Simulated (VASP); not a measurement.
Here is a VASP 6.6.1 calculation.

Contents of POSCAR:

```
TiAl
1.0
    3.1790640000      0.0000000000      0.0000000000
    0.0000000000      3.1790640000      0.0000000000
    0.0000000000      0.0000000000      3.1790640000
Ti Al
1 1
Direct
    0.0000000000     -0.0314557996     -0.0314557996
    0.5000000000      0.5000000000      0.5000000000
```

Contents of INCAR.step1:

```
SYSTEM = TiAl
ALGO = Normal
EDIFF = 1E-4
ENCUT = 520
GGA = PE
ISMEAR = 0
LASPH = .True.
LCHARG = .False.
LREAL = .False.
LWAVE = .True.
NBANDS = 14
NELM = 60
PREC = Accurate
SIGMA = 0.15
```

INCAR.step2

```
SYSTEM = TiAl
ALGO = Normal
EDIFF = 1E-6
ENCUT = 520
ISIF = 2
ISMEAR = 0
ISTART = 1
LASPH = .True.
LCHARG = .True.
LELF = .True.
LMIXTAU = .True.
LREAL = .False.
LVHAR = .True.
LWAVE = .False.
METAGGA = R2SCAN
NBANDS = 14
NELM = 60
PREC = Accurate
SIGMA = 0.15
```

Contents of KPOINTS:

```
k-points
0
Gamma
  16 16 16
  0 0 0
```

Potentials or basis: VASP PAW PBE potentials, release 64 (Ti_sv, Al).

Command:

```sh
$ cat potpaw_PBE.64/Ti_sv/POTCAR potpaw_PBE.64/Al/POTCAR > POTCAR
$ cp INCAR.step1 INCAR
$ mpirun -np 1 vasp_std > vasp.out
$ cp INCAR.step2 INCAR
$ mpirun -np 1 vasp_std > vasp.out
```

Problem. Predict the band gap on the k mesh.

Solution. Zero (an odd number of electrons rules out a gap without spin polarisation).

Problem. What does it give for the largest force?

Solution. 0.977 eV/Å.

Problem. What does it give for the pressure?

Solution. 0.1 GPa.

Forces in eV/Å, atoms in the order of the input:
```
Ti   0.000  0.691  0.691
Al   0.000 -0.691 -0.691
```

Caveat: the cell differs from its parent crystal (atom 1 (Ti) moved by (-0.100, -0.100) A along y and z); the PAW data sets were made with another functional, which shifts forces and pressure a little.
